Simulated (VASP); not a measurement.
# Co (P6_3/mmc) in VASP: single point with LDA

Aim: the single point of Co with LDA.

All numbers are computed with VASP 6.6.1; they aren't measurements. Logs are shortened: lines on timing, memory, paths and dates and some standing lists are left out, and cuts for length are marked.

## 1. The cell of the first run

The structure is hexagonal, space group P6_3/mmc (No. 194). The conventional cell has a = 2.507 Å, b = 2.507 Å, c = 4.070 Å, α = 90.00°, β = 90.00°, γ = 120.00°. Within 3.3 Å of Co (site symmetry -6m2) lie 12 Co at 2.50 to 2.51 Å.

## 2. Single point, LDA, collinear spin, ferromagnetic start

Input file INCAR:

```
SYSTEM = Co
PREC     = Accurate       ! precision mode
ENCUT    = 520            ! plane-wave cutoff, eV
EDIFF    = 1E-6           ! SCF threshold, eV
ISMEAR   = -1             ! smearing method
SIGMA    = 0.08           ! smearing width, eV
LREAL    = .FALSE.        ! projectors in reciprocal space
LASPH    = .TRUE.         ! aspherical terms in the spheres
NELM     = 150            ! most SCF steps
ALGO     = Normal         ! electronic algorithm
ISIF     = 2              ! what is computed and relaxed
LWAVE    = .FALSE.        ! write WAVECAR
LCHARG   = .FALSE.        ! write CHGCAR
ISPIN    = 2              ! spin polarisation
MAGMOM   = 2 2            ! initial moments
LORBIT   = 11             ! projections on sites
LMAXMIX  = 4              ! l up to which the mixer works
NBANDS   = 20             ! bands
```

Input file KPOINTS:

```
Automatic mesh
0
G
  13 13 7
  0 0 0
```

Input file POSCAR:

```
Co
1.0
    2.5074000000      0.0000000000      0.0000000000
   -1.2537000000      2.1714720974      0.0000000000
    0.0000000000      0.0000000000      4.0699000000
Co
2
Direct
    0.3333333333      0.6666666667      0.2500000000
    0.6666666667      0.3333333333      0.7500000000
```

Potentials or basis: VASP PAW LDA potentials, release 64 (Co).

Started as:

```
$ cat potpaw_LDA.64/Co/POTCAR > POTCAR
$ mpirun -np 1 vasp_std > vasp.out
```

OUTCAR:

```text
SYSTEM = Co
   PREC = Accurate
   ENCUT = 520
   EDIFF = 1E-6
   ISMEAR = -1
   LREAL = .FALSE.
   LASPH = .TRUE.
   NELM = 150
   ISIF = 2
   ISPIN = 2
   LORBIT = 11

 ion  position               nearest neighbor table
   1  0.333  0.667  0.250-   2 2.50   2 2.50   2 2.50   2 2.50   2 2.50   2 2.50
   2  0.667  0.333  0.750-   1 2.50   1 2.50   1 2.50   1 2.50   1 2.50   1 2.50

  LATTYP: Found a hexagonal cell.
 ALAT       =     2.5074000000
 C/A-ratio  =     1.6231554598

  Lattice vectors:

 A1 = (   2.5074000000,   0.0000000000,   0.0000000000)
 A2 = (  -1.2537000000,   2.1714720974,   0.0000000000)
 A3 = (   0.0000000000,   0.0000000000,   4.0699000000)

Analysis of symmetry for initial positions (statically):
=====================================================================
 Subroutine PRICEL returns:
 Original cell was already a primitive cell.

 Routine SETGRP: Setting up the symmetry group for a
 hexagonal supercell.

 Subroutine GETGRP returns: Found 24 space group operations
 (whereof 12 operations were pure point group operations)
 out of a pool of 24 trial point group operations.

The static configuration has the point symmetry D_3d.
 The point group associated with its full space group is D_6h.

Analysis of symmetry for dynamics (positions and initial velocities):
=====================================================================
 Subroutine PRICEL returns:
 Original cell was already a primitive cell.

 Routine SETGRP: Setting up the symmetry group for a
 hexagonal supercell.

 Subroutine GETGRP returns: Found 24 space group operations
 (whereof 12 operations were pure point group operations)
 out of a pool of 24 trial point group operations.

The dynamic configuration has the point symmetry D_3d.
 The point group associated with its full space group is D_6h.

Analysis of structural, dynamic, and magnetic symmetry:
=====================================================================
 Subroutine PRICEL returns:
 Original cell was already a primitive cell.

 Routine SETGRP: Setting up the symmetry group for a
 hexagonal supercell.

 Subroutine GETGRP returns: Found 24 space group operations
 (whereof 12 operations were pure point group operations)
 out of a pool of 24 trial point group operations.

The overall configuration has the point symmetry D_3d.
 The point group associated with its full space group is D_6h.

 Subroutine INISYM returns: Found 24 space group operations
 (whereof 12 operations are pure point group operations),
 and found     1 'primitive' translations

----------------------------------------------------------------------------------------

                                     Primitive cell

  volume of cell :      22.1596

  direct lattice vectors                    reciprocal lattice vectors
     2.507400000  0.000000000  0.000000000     0.398819494  0.230258542  0.000000000
    -1.253700000  2.171472097  0.000000000     0.000000000  0.460517085  0.000000000
     0.000000000  0.000000000  4.069900000     0.000000000  0.000000000  0.245706283

  length of vectors
     2.507400000  2.507400000  4.069900000     0.460517085  0.460517085  0.245706283

  position of ions in fractional coordinates (direct lattice)
     0.333333333  0.666666667  0.250000000
     0.666666667  0.333333333  0.750000000

  ion indices of the primitive-cell ions
   primitive index   ion index
                 1           1
                 2           2

----------------------------------------------------------------------------------------

 KPOINTS: Automatic mesh

Automatic generation of k-mesh.
 Grid dimensions read from file:
 generate k-points for:   13   13    7

 Generating k-lattice:

  Cartesian coordinates                     Fractional coordinates (reciprocal lattice)
     0.030678423  0.017712196  0.000000000     0.076923077  0.000000000  0.000000000
     0.000000000  0.035424391  0.000000000     0.000000000  0.076923077  0.000000000
     0.000000000  0.000000000  0.035100898     0.000000000  0.000000000  0.142857143

  Length of vectors
     0.035424391  0.035424391  0.035100898

  Shift w.r.t. Gamma in fractional coordinates (k-lattice)
     0.000000000  0.000000000  0.000000000

 Subroutine IBZKPT returns following result:
 ===========================================

 Found     84 irreducible k-points:

 Following reciprocal coordinates:
            Coordinates               Weight
  0.000000  0.000000  0.000000      1.000000
  0.076923  0.000000  0.000000      6.000000
  0.153846  0.000000  0.000000      6.000000
  0.230769  0.000000  0.000000      6.000000
  0.307692  0.000000  0.000000      6.000000
  0.384615  0.000000  0.000000      6.000000
[... 16 lines left out ...]
  0.076923  0.000000  0.142857     12.000000
  0.153846  0.000000  0.142857     12.000000
 [... further k-points ...]
   k-points           NKPTS =     84   k-points in BZ     NKDIM =     84   number of bands    NBANDS=     20
   number of dos      NEDOS =    301   number of ions     NIONS =      2
   total plane-waves  NPLWV =  12000
   dimension x,y,z NGX =    20 NGY =   20 NGZ =   30
   dimension x,y,z NGXF=    40 NGYF=   40 NGZF=   60
   ions per type =               2
   NGX,Y,Z   is equivalent  to a cutoff of  13.26, 13.26, 12.25 a.u.
   NGXF,Y,Z  is equivalent  to a cutoff of  26.52, 26.52, 24.51 a.u.
 SYSTEM =  Co
   PREC   = accura    normal or accurate (medium, high low for compatibility)
   ISTART =      0    job   : 0-new  1-cont  2-samecut
   ICHARG =      2    charge: 1-file 2-atom 10-const
   ISPIN  =      2    spin polarized calculation?
   LNONCOLLINEAR =      F non collinear calculations
   LSORBIT =      F    spin-orbit coupling
   LASPH  =      T    aspherical Exc in radial PAW
   ENCUT  =  520.0 eV  38.22 Ry    6.18 a.u.   4.66  4.66  7.57*2*pi/ulx,y,z
   NELM   =    150;   NELMIN=  2; NELMDL= -5     # of ELM steps
   EDIFF  = 0.1E-05   stopping-criterion for ELM
   LREAL  =      F    real-space projection
   EDIFFG = 0.1E-04   stopping-criterion for IOM
   NSW    =      0    number of steps for IOM
   IBRION =     -1    ionic relax: 0-MD 1-quasi-New 2-CG
   NFREE  =      0    steps in history (QN), initial steepest desc. (CG)
   ISIF   =      2    stress and relaxation
   ISYM   =      2    0-nonsym 1-usesym 2-fastsym
   POTIM  = 0.5000    time-step for ionic-motion
   TEBEG  =    0.0;   TEEND  =   0.0 temperature during run
   PSTRESS=    0.0 pullay stress
   NELECT =      18.0000    total number of electrons
   NUPDOWN=      -1.0000    fix difference up-down
   EMIN   =  10.00;   EMAX   =-10.00  energy-range for DOS
   EFERMI =   0.00;   METHOD = LEGACY
   ISMEAR =    -1;   SIGMA  =   0.08  broadening in eV -4-tet -1-fermi 0-gaus
   EFERMI_NEDOS =   21; number of points for ismear=-14 and -15
   IALGO  =     38    algorithm
   IMIX   =      4    mixing-type and parameters
     AMIX     =   0.40;   BMIX     =  1.00
     AMIX_MAG =   1.60;   BMIX_MAG =  1.00
  volume/ion in A,a.u.               =      11.08        74.77
  Fermi-wavevector in a.u.,A,eV,Ry     =   1.527490  2.886538 31.745475  2.333227
  Thomas-Fermi vector in A             =   2.635379
   LORBIT       =     11    0 simple, 1 ext, 2 COOP (PROOUT), +10 PAW based schemes
   GGA     = CA    functional components
   LHFCALC =     F    Hartree Fock is set to
   AEXX    =    0.0000 exact exchange contribution
   IVDW    =     0    specifies the selected vdW correction
   LEPSILON=     F    determine dielectric tensor
   LRPA    =     F    only Hartree local field effects (RPA)
 spin polarized calculation
  energy-cutoff  :      520.00
  volume of cell :       22.16
 maximum number of plane-waves:       615
 NGX is ok and might be reduce to    20
   NGX =  9   NGY =  9   NGZ = 15

 number of electron      18.0000002 magnetization       3.1400044

 Free energy of the ion-electron system (eV)
  ---------------------------------------------------
  ext. energy  EPLUGINS =         0.00000000
  ---------------------------------------------------
  free energy    TOTEN  =       -16.10069069 eV

  energy without entropy =      -16.05859212  energy(sigma->0) =      -16.07964141

 E-fermi :   9.5881     XC(G=0): -13.6151

 val. band max:        9.5839943109   @ k =   0.3077   0.0769   0.4286
 cond. band min:       9.5973331050   @ k =   0.3077   0.1538   0.4286
 fundamental gap:      0.0133387940
 Fermi energy:         9.5880810890

 spin component 1

 k-point     1 :       0.0000    0.0000    0.0000
  band No.  band energies     occupation
      1       0.8260      1.00000
      2       4.6492      1.00000
      3       7.1532      1.00000
      4       7.2005      1.00000
      5       7.2005      1.00000
      6       7.5026      1.00000
[... 12 lines left out ...]
     19      35.1916      0.00000
     20      35.1916      0.00000
[... 507 lines left out ...]
 k-point    24 :       0.1538    0.0000    0.1429
  band No.  band energies     occupation
      1       1.8164      1.00000
      2       5.0798      1.00000
      3       6.7578      1.00000
      4       6.8763      1.00000
      5       7.2235      1.00000
      6       7.4379      1.00000
[... 12 lines left out ...]
     19      35.9484      0.00000
     20      36.9091      0.00000

 [... further k-points ...]

 spin component 2

 k-point     1 :       0.0000    0.0000    0.0000
  band No.  band energies     occupation
      1       0.9979      1.00000
      2       5.5498      1.00000
      3       8.5917      1.00000
      4       8.6406      0.99999
      5       8.6406      0.99999
      6       8.9860      0.99946
[... 12 lines left out ...]
     19      35.6092      0.00000
     20      35.6092      0.00000
[... 507 lines left out ...]
 k-point    24 :       0.1538    0.0000    0.1429
  band No.  band energies     occupation
      1       1.9962      1.00000
      2       5.9554      1.00000
      3       7.9054      1.00000
      4       8.1181      1.00000
      5       8.6639      0.99999
      6       8.9079      0.99980
[... 12 lines left out ...]
     19      36.2489      0.00000
     20      37.2804      0.00000

 [... further k-points ...]
[... 5 lines left out ...]
  --------------------------------------------------------------------------------------
  -------------------------------------------------------------------------------------
  Total       -2.9899300     -2.9899300     -3.2149303      0.0000000      0.0000000      0.0000000
  in kB     -216.1772491   -216.1772491   -232.4451759      0.0000000      0.0000000      0.0000000
  external PRESSURE =    -221.5998914 kB  Pullay stress =       0.0000000 kB

 VOLUME and BASIS-vectors are now :
 -----------------------------------------------------------------------------
  energy-cutoff  :      520.00
  volume of cell :       22.16
      direct lattice vectors                 reciprocal lattice vectors
     2.507400000  0.000000000  0.000000000     0.398819494  0.230258542  0.000000000
    -1.253700000  2.171472097  0.000000000     0.000000000  0.460517085  0.000000000
     0.000000000  0.000000000  4.069900000     0.000000000  0.000000000  0.245706283

 POSITION                                       TOTAL-FORCE (eV/Angst)
 -----------------------------------------------------------------------------------
     -0.00000      1.44765      1.01747        -0.000000      0.000000      0.000000
      1.25370      0.72382      3.05242         0.000000      0.000000      0.000000
 -----------------------------------------------------------------------------------
    total drift:                                0.000000      0.000000     -0.000000

  FREE ENERGIE OF THE ION-ELECTRON SYSTEM (eV)
  ---------------------------------------------------
  free  energy   TOTEN  =       -16.1006906940 eV

  energy  without entropy=      -16.0585921180  energy(sigma->0) =      -16.07964141

 total charge

# of ion       s       p       d       tot
------------------------------------------
    1        0.480   0.498   7.265   8.243
    2        0.480   0.498   7.265   8.243
--------------------------------------------------
tot          0.959   0.995  14.531  16.486

 magnetization (x)

# of ion       s       p       d       tot
------------------------------------------
    1       -0.013  -0.039   1.629   1.577
    2       -0.013  -0.039   1.629   1.577
--------------------------------------------------
tot         -0.026  -0.078   3.258   3.154
```

It took 2 min on 1 thread of Intel Xeon 6975P-C, shared host; peak memory 0.17 GiB.

Results:

```
Free energy                                           : -16.1007 eV
Pressure                                              : -22.2 GPa
Net moment                                            : 3.14 μB per cell
Site moments                                          : Co +1.58 μB
Valence electrons inside the program's atomic spheres : Co 8.24
```

Levels at points of the mesh, in eV from the Fermi level:
Spin up:
```csv
k point,band 8,band 9,band 10,band 11,band 12,band 13,band 14,band 15
"(0.00, 0.00, 0.00)",-1.72,-1.72,-0.65,-0.65,-0.08,6.22,21.87,24.17
```
Spin down:
```
           k point  band 5  band 6  band 7  band 8  band 9  band 10
(0.00, 0.00, 0.00)   -0.95   -0.60   -0.60   -0.18   -0.18     0.07
```
